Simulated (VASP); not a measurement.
# Si3H2N4O in VASP: single point with PBE+D3(BJ)

Aim: the single point of Si3H2N4O with PBE+D3(BJ).

Everything below comes from runs of VASP 6.6.1. Logs are shortened: lines on timing, memory, paths and dates and some standing lists are left out, and cuts for length are marked.

### Step 1. The cell of the first run

The cell holds a slab with vacuum, 40 atoms: a = 5.823 Å, b = 7.619 Å, c = 25.877 Å, α = 90.00°, β = 90.00°, γ = 90.00°.

### Step 2. Single point, PBE+D3(BJ)

File INCAR:

```
  PREC = Accurate
  ENCUT = 520
  EDIFF = 1E-6
  ISMEAR = 0
  SIGMA = 0.05
  LREAL = Auto
  LASPH = True
  NELM = 100
  ALGO = Normal
  ISIF = 2
  LWAVE = False
  LCHARG = False
  LDIPOL = True
  IDIPOL = 3
  DIPOL = 0.5 0.5 0.500
  GGA = PE
  IVDW = 12
  NBANDS = 106
```

File KPOINTS:

```
Automatic mesh
0
Gamma
  3 2 1
```

File POSCAR:

```
Si3H2N4O
1.0
    5.8226178753      0.0000000000      0.0000000000
    0.0000000000      7.6192383072      0.0000000000
    0.0000000000      0.0000000000     25.8765671956
Si N O H
12 16 4 8
Direct
    0.3750000000      0.5290403540      0.3964089579
    0.8750000000      0.5290403540      0.3964089579
    0.1250000000      0.2098373769      0.4407992680
    0.6250000000      0.2098373769      0.4407992680
    0.1250000000      0.8192029771      0.4556096899
    0.6250000000      0.8192029771      0.4556096899
    0.3751478601      0.1768353898      0.5443749367
    0.8751478601      0.1768353898      0.5443749367
    0.3749481471      0.7843268594      0.5591544412
    0.8749481471      0.7843268594      0.5591544412
    0.1256466365      0.4641455895      0.6034977406
    0.6256466365      0.4641455895      0.6034977406
    0.1250000000      0.0000000000      0.4150009108
    0.6250000000      0.0000000000      0.4150009108
    0.1250000000      0.6350876240      0.4158651445
    0.6250000000      0.6350876240      0.4158651445
    0.3750000000      0.3200857031      0.4234855972
    0.8750000000      0.3200857031      0.4234855972
    0.3750000000      0.8150019209      0.4923795473
    0.8750000000      0.8150019209      0.4923795473
    0.1251303347      0.1850310093      0.5074201485
    0.6251303347      0.1850310093      0.5074201485
    0.1249271033      0.6735182205      0.5771871793
    0.6249271033      0.6735182205      0.5771871793
    0.3754524263      0.3584132690      0.5854882876
    0.8754524263      0.3584132690      0.5854882876
    0.3750889613     -0.0059312402      0.5830812952
    0.8750889613     -0.0059312402      0.5830812952
    0.3613893144      0.5174107901      0.3322062916
    0.8613893144      0.5174107901      0.3322062916
    0.1391969318      0.4772418559      0.6677610007
    0.6391969318      0.4772418559      0.6677610007
    0.5120853808      0.5054879962      0.3159333207
    1.0120853808      0.5054879962      0.3159333207
    0.1260211367      0.9804704383      0.3762913353
    0.6260211367      0.9804704383      0.3762913353
    0.3746572832      0.0139453363      0.6218509664
    0.8746572832      0.0139453363      0.6218509664
   -0.0115091491      0.4897526419      0.6839815042
    0.4884908509      0.4897526419      0.6839815042
```

Potentials or basis: VASP PAW PBE potentials, release 64 (Si, N, O, H).

Started as:

```sh
$ cat potpaw_PBE.64/Si/POTCAR potpaw_PBE.64/N/POTCAR potpaw_PBE.64/O/POTCAR potpaw_PBE.64/H/POTCAR > POTCAR
$ mpirun -np 1 vasp_std > vasp.out
```

OUTCAR:

```text
PREC = Accurate
   ENCUT = 520
   EDIFF = 1E-6
   ISMEAR = 0
   LREAL = Auto
   LASPH = True
   NELM = 100
   ISIF = 2
   GGA = PE
   IVDW = 12
 IVDW          = 12

 ion  position               nearest neighbor table
   1  0.375  0.529  0.396-  29 1.67  16 1.74  15 1.74  17 1.74   2 2.91   2 2.91   4 3.06   3 3.06
                             6 3.06   5 3.06
   2  0.875  0.529  0.396-  30 1.67  16 1.74  15 1.74  18 1.74   1 2.91   1 2.91   4 3.06   3 3.06
                             6 3.06   5 3.06
   3  0.125  0.210  0.441-  13 1.73  21 1.73  18 1.74  17 1.74   4 2.91   4 2.91   5 3.00   2 3.06
                             1 3.06   8 3.06   7 3.06
   4  0.625  0.210  0.441-  14 1.73  22 1.73  18 1.74  17 1.74   3 2.91   3 2.91   6 3.00   2 3.06
                             1 3.06   7 3.06   8 3.06
   5  0.125  0.819  0.456-  13 1.73  19 1.74  20 1.74  15 1.74   6 2.91   6 2.91   3 3.00   2 3.06
                             1 3.06   9 3.06  10 3.06
   6  0.625  0.819  0.456-  14 1.73  19 1.74  20 1.74  16 1.74   5 2.91   5 2.91   4 3.00   2 3.06
                             1 3.06  10 3.06   9 3.06
   7  0.375  0.177  0.544-  27 1.72  22 1.74  21 1.74  25 1.75   8 2.91   8 2.91   9 3.01  11 3.04
                            12 3.04   4 3.06   3 3.06
   8  0.875  0.177  0.544-  28 1.72  21 1.74  22 1.74  26 1.75   7 2.91   7 2.91  10 3.01  12 3.04
                            11 3.04   3 3.06   4 3.06
   9  0.375  0.784  0.559-  27 1.71  19 1.74  24 1.75  23 1.75  10 2.91  10 2.91   7 3.01   5 3.06
[... 43 lines left out ...]
 A1 = (   5.8226178753,   0.0000000000,   0.0000000000)
 A2 = (   0.0000000000,   7.6192383072,   0.0000000000)
 A3 = (   0.0000000000,   0.0000000000,  25.8765671956)

Analysis of symmetry for initial positions (statically):
=====================================================================
 Subroutine PRICEL returns following result:

  LATTYP: Found a simple orthorhombic cell.
 ALAT       =     2.9113089377
 B/A-ratio  =     2.6171177537
 C/A-ratio  =     8.8882931182

  Lattice vectors:

 A1 = (   2.9113089377,   0.0000000000,   0.0000000000)
 A2 = (   0.0000000000,   7.6192383072,   0.0000000000)
 A3 = (   0.0000000000,   0.0000000000,  25.8765671956)

   2 primitive cells build up your supercell.

 Routine SETGRP: Setting up the symmetry group for a
 simple orthorhombic supercell.

 Subroutine GETGRP returns: Found  1 space group operations
 (whereof  1 operations were pure point group operations)
 out of a pool of  8 trial point group operations.

The static configuration has the point symmetry C_1 .

Analysis of symmetry for dynamics (positions and initial velocities):
=====================================================================
 Subroutine PRICEL returns following result:

  LATTYP: Found a simple orthorhombic cell.
 ALAT       =     2.9113089377
 B/A-ratio  =     2.6171177537
 C/A-ratio  =     8.8882931182

  Lattice vectors:

 A1 = (   2.9113089377,   0.0000000000,   0.0000000000)
 A2 = (   0.0000000000,   7.6192383072,   0.0000000000)
 A3 = (   0.0000000000,   0.0000000000,  25.8765671956)

   2 primitive cells build up your supercell.

 Routine SETGRP: Setting up the symmetry group for a
 simple orthorhombic supercell.

 Subroutine GETGRP returns: Found  1 space group operations
 (whereof  1 operations were pure point group operations)
 out of a pool of  8 trial point group operations.

The dynamic configuration has the point symmetry C_1 .

 Subroutine INISYM returns: Found  1 space group operations
 (whereof  1 operations are pure point group operations),
 and found     2 'primitive' translations

----------------------------------------------------------------------------------------

                                     Primitive cell

  volume of cell :     573.9929

  direct lattice vectors                    reciprocal lattice vectors
     2.911308938  0.000000000  0.000000000     0.343488108  0.000000000  0.000000000
     0.000000000  7.619238307  0.000000000     0.000000000  0.131246715  0.000000000
     0.000000000  0.000000000 25.876567196     0.000000000  0.000000000  0.038645002

  length of vectors
     2.911308938  7.619238307 25.876567196     0.343488108  0.131246715  0.038645002

  position of ions in fractional coordinates (direct lattice)
     0.750000000  0.529040354  0.396408958
     0.250000000  0.209837377  0.440799268
     0.250000000  0.819202977  0.455609690
     0.750295720  0.176835390  0.544374937
     0.749896294  0.784326859  0.559154441
     0.251293273  0.464145589  0.603497741
[... 12 lines left out ...]
     0.749314566  0.013945336  0.621850966
     0.976981702  0.489752642  0.683981504

  ion indices of the primitive-cell ions
   primitive index   ion index
                 1           1
                 2           3
                 3           5
                 4           7
                 5           9
                 6          11
[... 12 lines left out ...]
                19          37
                20          40

----------------------------------------------------------------------------------------

 KPOINTS: Automatic mesh

Automatic generation of k-mesh.
 Grid dimensions read from file:
 generate k-points for:    3    2    1

 Generating k-lattice:

  Cartesian coordinates                     Fractional coordinates (reciprocal lattice)
     0.057248018  0.000000000  0.000000000     0.333333333  0.000000000  0.000000000
     0.000000000  0.065623358  0.000000000     0.000000000  0.500000000  0.000000000
     0.000000000  0.000000000  0.038645002     0.000000000  0.000000000  1.000000000

  Length of vectors
     0.057248018  0.065623358  0.038645002

  Shift w.r.t. Gamma in fractional coordinates (k-lattice)
     0.000000000  0.000000000  0.000000000

 Subroutine IBZKPT returns following result:
 ===========================================

 Found      4 irreducible k-points:

 Following reciprocal coordinates:
            Coordinates               Weight
  0.000000  0.000000  0.000000      1.000000
  0.333333  0.000000  0.000000      2.000000
  0.000000  0.500000  0.000000      1.000000
  0.333333  0.500000  0.000000      2.000000
   k-points           NKPTS =      4   k-points in BZ     NKDIM =      4   number of bands    NBANDS=    106
   number of dos      NEDOS =    301   number of ions     NIONS =     40
   total plane-waves  NPLWV = 552960
   dimension x,y,z NGX =    48 NGY =   60 NGZ =  192
   dimension x,y,z NGXF=    96 NGYF=  120 NGZF=  384
   ions per type =              12  16   4   8
   NGX,Y,Z   is equivalent  to a cutoff of  13.70, 13.09, 12.34 a.u.
   NGXF,Y,Z  is equivalent  to a cutoff of  27.41, 26.18, 24.67 a.u.
 SYSTEM =  unknown system
   PREC   = accura    normal or accurate (medium, high low for compatibility)
   ISTART =      0    job   : 0-new  1-cont  2-samecut
   ICHARG =      2    charge: 1-file 2-atom 10-const
   ISPIN  =      1    spin polarized calculation?
   LNONCOLLINEAR =      F non collinear calculations
   LSORBIT =      F    spin-orbit coupling
   LASPH  =      T    aspherical Exc in radial PAW
   ENCUT  =  520.0 eV  38.22 Ry    6.18 a.u.  10.83 14.17 48.11*2*pi/ulx,y,z
   NELM   =    100;   NELMIN=  2; NELMDL= -5     # of ELM steps
   EDIFF  = 0.1E-05   stopping-criterion for ELM
   LREAL  =      T    real-space projection
   EDIFFG = 0.1E-04   stopping-criterion for IOM
   NSW    =      0    number of steps for IOM
[... 5 lines left out ...]
   TEBEG  =    0.0;   TEEND  =   0.0 temperature during run
   PSTRESS=    0.0 pullay stress
   NELECT =     160.0000    total number of electrons
   NUPDOWN=      -1.0000    fix difference up-down
   EMIN   =  10.00;   EMAX   =-10.00  energy-range for DOS
   EFERMI =   0.00;   METHOD = LEGACY
   ISMEAR =     0;   SIGMA  =   0.05  broadening in eV -4-tet -1-fermi 0-gaus
   EFERMI_NEDOS =   21; number of points for ismear=-14 and -15
   IALGO  =     38    algorithm
   IMIX   =      4    mixing-type and parameters
     AMIX     =   0.40;   BMIX     =  1.00
     AMIX_MAG =   1.60;   BMIX_MAG =  1.00
  volume/ion in A,a.u.               =      28.70       193.67
  Fermi-wavevector in a.u.,A,eV,Ry     =   0.848795  1.603989  9.802350  0.720452
  Thomas-Fermi vector in A             =   1.964514
   LORBIT       =      0    0 simple, 1 ext, 2 COOP (PROOUT), +10 PAW based schemes
   GGA     = PE    functional components
   LHFCALC =     F    Hartree Fock is set to
   AEXX    =    0.0000 exact exchange contribution
   IVDW    =    12    specifies the selected vdW correction
   LEPSILON=     F    determine dielectric tensor
   LRPA    =     F    only Hartree local field effects (RPA)
 non-spin polarized calculation
 Gauss-broadening in eV      SIGMA  =   0.05
  energy-cutoff  :      520.00
  volume of cell :     1147.99
 maximum number of plane-waves:     30940
 NGX is ok and might be reduce to    48
   NGX = 21   NGY = 29   NGZ = 97

 number of electron     160.0000012 magnetization

 dipolmoment           0.000000      0.000000      0.017293 electrons x Angstroem

 Free energy of the ion-electron system (eV)
  ---------------------------------------------------
  ext. energy  EPLUGINS =         0.00000000
  ---------------------------------------------------
  free energy    TOTEN  =      -288.22482603 eV

  energy without entropy =     -288.22482603  energy(sigma->0) =     -288.22482603

 E-fermi :  -1.1398     XC(G=0):  -3.8737

 val. band max:       -1.3732450242   @ k =   0.0000   0.5000   0.0000
 cond. band min:       1.9998147596   @ k =   0.0000   0.0000   0.0000
 fundamental gap:      3.3730597838
 Fermi energy:        -1.1397672952

 k-point     1 :       0.0000    0.0000    0.0000
  band No.  band energies     occupation
      1     -21.9734      2.00000
      2     -21.8737      2.00000
      3     -21.4531      2.00000
      4     -21.3426      2.00000
      5     -19.4546      2.00000
      6     -18.7492      2.00000
[... 369 lines left out ...]
     91       4.3234      0.00000
     92       4.4049      0.00000
 [bands above 92 left out]

------------------------ aborting loop because EDIFF is reached ----------------------------------------

 vacuum level on the upper side and lower side of the slab       (xc-potential included)        -0.079        -0.147

 Edisp (eV)   -5.76070

 E8    (eV) :    -2.0365

  FORCE on cell =-STRESS in cart. coord.  units (eV):
  Direction    XX          YY          ZZ          XY          YZ          ZX
  --------------------------------------------------------------------------------------
  -------------------------------------------------------------------------------------
  Total      -0.19705    -0.17606    -1.55811    -0.10924    -0.60681    -0.20055
  in kB      -0.27502    -0.24572    -2.17457    -0.15246    -0.84689    -0.27990
  external pressure =       -0.90 kB  Pullay stress =        0.00 kB

 VOLUME and BASIS-vectors are now :
 -----------------------------------------------------------------------------
  energy-cutoff  :      520.00
  volume of cell :     1147.99
      direct lattice vectors                 reciprocal lattice vectors
     5.822617875  0.000000000  0.000000000     0.171744054  0.000000000  0.000000000
     0.000000000  7.619238307  0.000000000     0.000000000  0.131246715  0.000000000
     0.000000000  0.000000000 25.876567196     0.000000000  0.000000000  0.038645002

 POSITION                                       TOTAL-FORCE (eV/Angst)
 -----------------------------------------------------------------------------------
      2.18348      4.03088     10.25770        -0.057211      0.227588      0.657874
      5.09479      4.03088     10.25770        -0.057211      0.227588      0.657874
      0.72783      1.59880     11.40637         0.001436     -0.318513     -0.371595
      3.63914      1.59880     11.40637         0.001436     -0.318513     -0.371595
      0.72783      6.24170     11.78961         0.001539      0.277132     -0.541932
      3.63914      6.24170     11.78961         0.001539      0.277132     -0.541932
[... 32 lines left out ...]
      5.75560      3.73154     17.69909        -0.083789      0.008384      0.072011
      2.84430      3.73154     17.69909        -0.083789      0.008384      0.072011
 -----------------------------------------------------------------------------------
    total drift:                               -0.006620      0.007196     -0.019250

  FREE ENERGIE OF THE ION-ELECTRON SYSTEM (eV)
  ---------------------------------------------------
  free  energy   TOTEN  =      -293.9855238211 eV

  energy  without entropy=     -293.9855238211  energy(sigma->0) =     -293.98552382

 vacuum level on the upper side and lower side of the slab         3.277         3.208
```

It took 39 min on 1 thread of Intel Xeon 8259CL, shared host; peak memory 1.2 GiB.

Results:

| Property | Result |
| --- | --- |
| Free energy | -293.9855 eV |
| Largest force | 0.889 eV/Å |
| Band gap on the k mesh | 3.37 eV |
| Dispersion energy per atom | -0.144 eV |

Forces in eV/Å, atoms in the order of the input:
```
Si  -0.057  0.228  0.658
Si  -0.057  0.228  0.658
Si   0.001 -0.319 -0.372
Si   0.001 -0.319 -0.372
Si   0.002  0.277 -0.542
Si   0.002  0.277 -0.542
Si   0.001  0.002  0.011
Si   0.001  0.002  0.011
Si   0.002  0.019 -0.009
Si   0.002  0.019 -0.009
Si   0.019 -0.016 -0.053
Si   0.019 -0.016 -0.053
N   -0.004  0.108  0.882
N   -0.004  0.108  0.882
N    0.020 -0.412 -0.450
N    0.020 -0.412 -0.450
N    0.019  0.316 -0.363
N    0.019  0.316 -0.363
N    0.002 -0.203  0.260
N    0.002 -0.203  0.260
N    0.000  0.006 -0.008
N    0.000  0.006 -0.008
N   -0.003 -0.009 -0.002
N   -0.003 -0.009 -0.002
N    0.000  0.012 -0.010
N    0.000  0.012 -0.010
N    0.000 -0.009 -0.002
N    0.000 -0.009 -0.002
O   -0.066  0.000  0.017
O   -0.066  0.000  0.017
O    0.063 -0.001 -0.020
O    0.063 -0.001 -0.020
H    0.083 -0.009 -0.071
H    0.083 -0.009 -0.071
H    0.002 -0.002  0.002
H    0.002 -0.002  0.002
H    0.000  0.003 -0.001
H    0.000  0.003 -0.001
H   -0.084  0.008  0.072
H   -0.084  0.008  0.072
```
